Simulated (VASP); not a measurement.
# ZrN in VASP: single point with PBE

Aim: the single point of ZrN with PBE.

Everything below comes from runs of VASP 6.6.1. Logs are shortened: lines on timing, memory, paths and dates and some standing lists are left out, and cuts for length are marked.

## (1) The cell of the first run

The cell holds a slab with vacuum, 6 atoms: a = 3.249 Å, b = 3.249 Å, c = 20.595 Å, α = 90.00°, β = 90.00°, γ = 90.00°.

## (2) Single point, PBE

POSCAR

```
ZrN
1.0
    3.2489502559      0.0000000000      0.0000000000
    0.0000000000      3.2489502559      0.0000000000
    0.0000000000      0.0000000000     20.5947000000
Zr N
3 3
Direct
    0.2500000000      0.2500000000      0.3884492244
    0.7500000000      0.7500000000      0.5000000000
    0.2500000000      0.2500000000      0.6115507756
    0.7500000000      0.7500000000      0.3884492244
    0.2500000000      0.2500000000      0.5000000000
    0.7500000000      0.7500000000      0.6115507756
```

INCAR.step1

```
SYSTEM = ZrN
PREC = Accurate
ENCUT = 520
EDIFF = 1E-6
ISMEAR = -1
SIGMA = 0.05
LREAL = .FALSE.
LASPH = .TRUE.
NELM = 120
ALGO = Normal
ISIF = 2
LWAVE = .FALSE.
LCHARG = .TRUE.
LMAXMIX = 4
LDIPOL = .TRUE.
IDIPOL = 3
DIPOL = 0.5 0.5 0.500
GGA = PE
NBANDS = 34
GGA_COMPAT = .FALSE.
NEDOS = 2001
LORBIT = 11
NELMDL = -8
```

KPOINTS.step1

```
Automatic mesh
0
G
  10 10 1
  0 0 0
```

INCAR.step2

```
SYSTEM = ZrN
PREC = Accurate
ENCUT = 520
EDIFF = 1E-6
ISMEAR = -5
SIGMA = 0.05
LREAL = .FALSE.
LASPH = .TRUE.
NELM = 120
ALGO = Normal
ISIF = 2
LWAVE = .FALSE.
LCHARG = .FALSE.
LMAXMIX = 4
LDIPOL = .TRUE.
IDIPOL = 3
DIPOL = 0.5 0.5 0.500
GGA = PE
LORBIT = 11
NBANDS = 34
NEDOS = 2001
ICHARG = 11
GGA_COMPAT = .FALSE.
NELMDL = -8
```

KPOINTS.step2

```
Automatic mesh
0
G
  15 15 1
  0 0 0
```

Potentials or basis: VASP PAW PBE potentials, release 64 (Zr_sv, N).

Launch:

```sh
cat potpaw_PBE.64/Zr_sv/POTCAR potpaw_PBE.64/N/POTCAR > POTCAR
cp INCAR.step1 INCAR
cp KPOINTS.step1 KPOINTS
mpirun -np 1 vasp_std > vasp.out
cp INCAR.step2 INCAR
cp KPOINTS.step2 KPOINTS
mpirun -np 1 vasp_std > vasp.out
```

OUTCAR:

```text
SYSTEM = ZrN
   PREC = Accurate
   ENCUT = 520
   EDIFF = 1E-6
   ISMEAR = -5
   LREAL = .FALSE.
   LASPH = .TRUE.
   NELM = 120
   ISIF = 2
   GGA = PE
   LORBIT = 11
   ICHARG = 11
   NELMDL = -8

 ion  position               nearest neighbor table
   1  0.250  0.250  0.388-   4 2.30   4 2.30   4 2.30   4 2.30   5 2.30   2 3.25   2 3.25   2 3.25
                             2 3.25
   2  0.750  0.750  0.500-   5 2.30   5 2.30   5 2.30   5 2.30   6 2.30   4 2.30   3 3.25   3 3.25
                             1 3.25   3 3.25   1 3.25   1 3.25   3 3.25   1 3.25
   3  0.250  0.250  0.612-   6 2.30   6 2.30   6 2.30   6 2.30   5 2.30   2 3.25   2 3.25   2 3.25
                             2 3.25
   4  0.750  0.750  0.388-   1 2.30   1 2.30   1 2.30   1 2.30   2 2.30
   5  0.250  0.250  0.500-   2 2.30   2 2.30   2 2.30   2 2.30   3 2.30   1 2.30
   6  0.750  0.750  0.612-   3 2.30   3 2.30   3 2.30   3 2.30   2 2.30

  LATTYP: Found a simple tetragonal cell.
 ALAT       =     3.2489502559
 C/A-ratio  =     6.3388782154

  Lattice vectors:

 A1 = (   3.2489502559,   0.0000000000,   0.0000000000)
 A2 = (   0.0000000000,   3.2489502559,   0.0000000000)
 A3 = (   0.0000000000,   0.0000000000,  20.5947000000)

Analysis of symmetry for initial positions (statically):
=====================================================================
 Subroutine PRICEL returns:
 Original cell was already a primitive cell.

 Routine SETGRP: Setting up the symmetry group for a
 simple tetragonal supercell.

 Subroutine GETGRP returns: Found 16 space group operations
 (whereof  4 operations were pure point group operations)
 out of a pool of 16 trial point group operations.

The static configuration has the point symmetry C_2v.
 The point group associated with its full space group is D_4h.

Analysis of symmetry for dynamics (positions and initial velocities):
=====================================================================
 Subroutine PRICEL returns:
 Original cell was already a primitive cell.

 Routine SETGRP: Setting up the symmetry group for a
 simple tetragonal supercell.

 Subroutine GETGRP returns: Found 16 space group operations
 (whereof  4 operations were pure point group operations)
 out of a pool of 16 trial point group operations.

The dynamic configuration has the point symmetry C_2v.
 The point group associated with its full space group is D_4h.

 Subroutine INISYM returns: Found 16 space group operations
 (whereof  4 operations are pure point group operations),
 and found     1 'primitive' translations

----------------------------------------------------------------------------------------

                                     Primitive cell

  volume of cell :     217.3910

  direct lattice vectors                    reciprocal lattice vectors
     3.248950256  0.000000000  0.000000000     0.307791724  0.000000000  0.000000000
     0.000000000  3.248950256  0.000000000     0.000000000  0.307791724  0.000000000
     0.000000000  0.000000000 20.594700000     0.000000000  0.000000000  0.048556182

  length of vectors
     3.248950256  3.248950256 20.594700000     0.307791724  0.307791724  0.048556182

  position of ions in fractional coordinates (direct lattice)
     0.250000000  0.250000000  0.388449224
     0.750000000  0.750000000  0.500000000
     0.250000000  0.250000000  0.611550776
     0.750000000  0.750000000  0.388449224
     0.250000000  0.250000000  0.500000000
     0.750000000  0.750000000  0.611550776

  ion indices of the primitive-cell ions
   primitive index   ion index
                 1           1
                 2           2
                 3           3
                 4           4
                 5           5
                 6           6

----------------------------------------------------------------------------------------

 KPOINTS: Automatic mesh

Automatic generation of k-mesh.
 Grid dimensions read from file:
 generate k-points for:   15   15    1

 Generating k-lattice:

  Cartesian coordinates                     Fractional coordinates (reciprocal lattice)
     0.020519448  0.000000000  0.000000000     0.066666667  0.000000000  0.000000000
     0.000000000  0.020519448  0.000000000     0.000000000  0.066666667  0.000000000
     0.000000000  0.000000000  0.048556182     0.000000000  0.000000000  1.000000000

  Length of vectors
     0.020519448  0.020519448  0.048556182

  Shift w.r.t. Gamma in fractional coordinates (k-lattice)
     0.000000000  0.000000000  0.000000000

 TETIRR: Found    321 inequivalent tetrahedra from     1350

 Subroutine IBZKPT returns following result:
 ===========================================

 Found     36 irreducible k-points:

 Following reciprocal coordinates:
            Coordinates               Weight
  0.000000  0.000000  0.000000      1.000000
  0.066667  0.000000  0.000000      4.000000
  0.133333  0.000000  0.000000      4.000000
  0.200000  0.000000  0.000000      4.000000
  0.266667  0.000000  0.000000      4.000000
  0.333333  0.000000  0.000000      4.000000
[... 16 lines left out ...]
  0.266667  0.200000  0.000000      8.000000
  0.333333  0.200000  0.000000      8.000000
 [... further k-points ...]
   k-points           NKPTS =     36   k-points in BZ     NKDIM =     36   number of bands    NBANDS=     34
   number of dos      NEDOS =   2001   number of ions     NIONS =      6
   total plane-waves  NPLWV =  92160
   dimension x,y,z NGX =    24 NGY =   24 NGZ =  160
   dimension x,y,z NGXF=    48 NGYF=   48 NGZF=  320
   ions per type =               3   3
   NGX,Y,Z   is equivalent  to a cutoff of  12.28, 12.28, 12.92 a.u.
   NGXF,Y,Z  is equivalent  to a cutoff of  24.56, 24.56, 25.83 a.u.
 SYSTEM =  ZrN
   PREC   = accura    normal or accurate (medium, high low for compatibility)
   ISTART =      0    job   : 0-new  1-cont  2-samecut
   ICHARG =     11    charge: 1-file 2-atom 10-const
   ISPIN  =      1    spin polarized calculation?
   LNONCOLLINEAR =      F non collinear calculations
   LSORBIT =      F    spin-orbit coupling
   LASPH  =      T    aspherical Exc in radial PAW
   ENCUT  =  520.0 eV  38.22 Ry    6.18 a.u.   6.04  6.04 38.29*2*pi/ulx,y,z
   NELM   =    120;   NELMIN=  2; NELMDL= -8     # of ELM steps
   EDIFF  = 0.1E-05   stopping-criterion for ELM
   LREAL  =      F    real-space projection
   EDIFFG = 0.1E-04   stopping-criterion for IOM
   NSW    =      0    number of steps for IOM
   IBRION =     -1    ionic relax: 0-MD 1-quasi-New 2-CG
   NFREE  =      0    steps in history (QN), initial steepest desc. (CG)
   ISIF   =      2    stress and relaxation
   ISYM   =      2    0-nonsym 1-usesym 2-fastsym
   POTIM  = 0.5000    time-step for ionic-motion
   TEBEG  =    0.0;   TEEND  =   0.0 temperature during run
   PSTRESS=    0.0 pullay stress
   NELECT =      51.0000    total number of electrons
   NUPDOWN=      -1.0000    fix difference up-down
   EMIN   =  10.00;   EMAX   =-10.00  energy-range for DOS
   EFERMI =   0.00;   METHOD = LEGACY
   ISMEAR =    -5;   SIGMA  =   0.05  broadening in eV -4-tet -1-fermi 0-gaus
   EFERMI_NEDOS =   21; number of points for ismear=-14 and -15
   IALGO  =     38    algorithm
   IMIX   =      4    mixing-type and parameters
     AMIX     =   0.40;   BMIX     =  1.00
     AMIX_MAG =   1.60;   BMIX_MAG =  1.00
  volume/ion in A,a.u.               =      36.23       244.50
  Fermi-wavevector in a.u.,A,eV,Ry     =   1.009681  1.908021 13.870548  1.019457
  Thomas-Fermi vector in A             =   2.142625
   LORBIT       =     11    0 simple, 1 ext, 2 COOP (PROOUT), +10 PAW based schemes
   GGA     = PE    functional components
   LHFCALC =     F    Hartree Fock is set to
   AEXX    =    0.0000 exact exchange contribution
   IVDW    =     0    specifies the selected vdW correction
   LEPSILON=     F    determine dielectric tensor
   LRPA    =     F    only Hartree local field effects (RPA)
 non-spin polarized calculation
 Fermi weights with tetrahedron method with Bloechl corrections
  energy-cutoff  :      520.00
  volume of cell :      217.39
 maximum number of plane-waves:      5910

 number of electron      50.9999999 magnetization

 dipolmoment           0.000000      0.000000     -0.000000 electrons x Angstroem

 Free energy of the ion-electron system (eV)
  ---------------------------------------------------
  ext. energy  EPLUGINS =         0.00000000
  ---------------------------------------------------
  free energy    TOTEN  =       -58.99830244 eV

  energy without entropy =      -58.99830244  energy(sigma->0) =      -58.99830244

 E-fermi :   2.2765     XC(G=0):  -5.2592

 val. band max:        2.2596180522   @ k =   0.2000   0.0667   0.0000
 cond. band min:       2.2890719731   @ k =   0.2000   0.0667   0.0000
 fundamental gap:      0.0294539208
 Fermi energy:         2.2765153943

 k-point     1 :       0.0000    0.0000    0.0000
  band No.  band energies     occupation
      1     -47.6767      2.00000
      2     -47.6675      2.00000
      3     -47.2370      2.00000
      4     -26.0648      2.00000
      5     -25.9470      2.00000
      6     -25.4789      2.00000
[... 26 lines left out ...]
     33       4.3855      0.00000
     34       4.4604      0.00000

 k-point     2 :       0.0667    0.0000    0.0000
  band No.  band energies     occupation
      1     -47.6744      2.00000
      2     -47.6656      2.00000
      3     -47.2353      2.00000
      4     -26.0591      2.00000
      5     -25.9520      2.00000
      6     -25.5028      2.00000
[... 26 lines left out ...]
     33       4.4092      0.00000
     34       4.5359      0.00000

 k-point     3 :       0.1333    0.0000    0.0000
  band No.  band energies     occupation
      1     -47.6680      2.00000
      2     -47.6602      2.00000
      3     -47.2307      2.00000
      4     -26.0432      2.00000
      5     -25.9687      2.00000
      6     -25.5784      2.00000
[... 26 lines left out ...]
     33       4.3674      0.00000
     34       4.8051      0.00000

 k-point     4 :       0.2000    0.0000    0.0000
  band No.  band energies     occupation
      1     -47.6585      2.00000
      2     -47.6523      2.00000
      3     -47.2238      2.00000
      4     -26.0221      2.00000
      5     -26.0009      2.00000
      6     -25.7025      2.00000
[... 26 lines left out ...]
     33       4.4248      0.00000
     34       5.0556      0.00000

 k-point     5 :       0.2667    0.0000    0.0000
  band No.  band energies     occupation
      1     -47.6475      2.00000
      2     -47.6431      2.00000
      3     -47.2160      2.00000
      4     -26.0499      2.00000
      5     -26.0094      2.00000
      6     -25.8177      2.00000
[... 621 lines left out ...]
 k-point    22 :       0.2000    0.2000    0.0000
  band No.  band energies     occupation
      1     -47.6415      2.00000
      2     -47.6373      2.00000
      3     -47.2099      2.00000
      4     -26.0009      2.00000
      5     -25.9773      2.00000
      6     -25.7126      2.00000
[... 26 lines left out ...]
     33       4.8026      0.00000
     34       4.9050      0.00000

 k-point    23 :       0.2667    0.2000    0.0000
  band No.  band energies     occupation
      1     -47.6314      2.00000
      2     -47.6283      2.00000
      3     -47.2016      2.00000
      4     -26.0166      2.00000
      5     -25.9572      2.00000
      6     -25.7874      2.00000
[... 26 lines left out ...]
     33       4.9131      0.00000
     34       5.1840      0.00000

 k-point    24 :       0.3333    0.2000    0.0000
  band No.  band energies     occupation
      1     -47.6216      2.00000
      2     -47.6197      2.00000
      3     -47.1936      2.00000
      4     -26.0471      2.00000
      5     -25.9680      2.00000
      6     -25.8565      2.00000
[... 26 lines left out ...]
     33       4.9791      0.00000
     34       5.2160      0.00000

 [... further k-points ...]

------------------------ aborting loop because EDIFF is reached ----------------------------------------

 vacuum level on the upper side and lower side of the slab       (xc-potential included)        -0.283        -0.283

  FORCE on cell =-STRESS in cart. coord.  units (eV):
  Direction    XX          YY          ZZ          XY          YZ          ZX
  --------------------------------------------------------------------------------------
  -------------------------------------------------------------------------------------
  Total       -6.0074312     -6.0074312     -1.9476062      0.0000000      0.0000000     -0.0000000
  in kB      -44.2749210    -44.2749210    -14.3539074      0.0000000      0.0000000     -0.0000000
  external PRESSURE =     -34.3012498 kB  Pullay stress =       0.0000000 kB

 VOLUME and BASIS-vectors are now :
 -----------------------------------------------------------------------------
  energy-cutoff  :      520.00
  volume of cell :      217.39
      direct lattice vectors                 reciprocal lattice vectors
     3.248950256  0.000000000  0.000000000     0.307791724  0.000000000  0.000000000
     0.000000000  3.248950256  0.000000000     0.000000000  0.307791724  0.000000000
     0.000000000  0.000000000 20.594700000     0.000000000  0.000000000  0.048556182

 POSITION                                       TOTAL-FORCE (eV/Angst)
 -----------------------------------------------------------------------------------
      0.81224      0.81224      8.00000         0.000000     -0.000000      1.489445
      2.43671      2.43671     10.29735         0.000000      0.000000     -0.000000
      0.81224      0.81224     12.59470         0.000000      0.000000     -1.489445
      2.43671      2.43671      8.00000        -0.000000     -0.000000     -0.781868
      0.81224      0.81224     10.29735         0.000000      0.000000     -0.000000
      2.43671      2.43671     12.59470        -0.000000     -0.000000      0.781868
 -----------------------------------------------------------------------------------
    total drift:                                0.000000      0.000000     -0.000000

  FREE ENERGIE OF THE ION-ELECTRON SYSTEM (eV)
  ---------------------------------------------------
  free  energy   TOTEN  =       -58.9983024402 eV

  energy  without entropy=      -58.9983024402  energy(sigma->0) =      -58.99830244

 vacuum level on the upper side and lower side of the slab         4.755         4.755

 total charge

# of ion       s       p       d       tot
------------------------------------------
    1        2.153   6.004   1.586   9.743
    2        2.159   6.029   1.704   9.892
    3        2.153   6.004   1.586   9.743
    4        1.247   2.416   0.000   3.664
    5        1.244   2.455   0.000   3.699
    6        1.247   2.416   0.000   3.664
--------------------------------------------------
tot         10.204  25.324   4.877  40.405
```

It took 5 min on 1 thread of Intel Xeon Platinum 8259CL at 2.50GHz (Skylake/Cascade Lake), shared host; peak memory 0.4 GiB.

Results:

```
Valence electrons inside the program's atomic spheres : Zr 9.74, 9.89 (each value once); N 3.66, 3.70 (each value once)
```

Caveat: tetrahedron occupations give inexact forces and stress in metals.
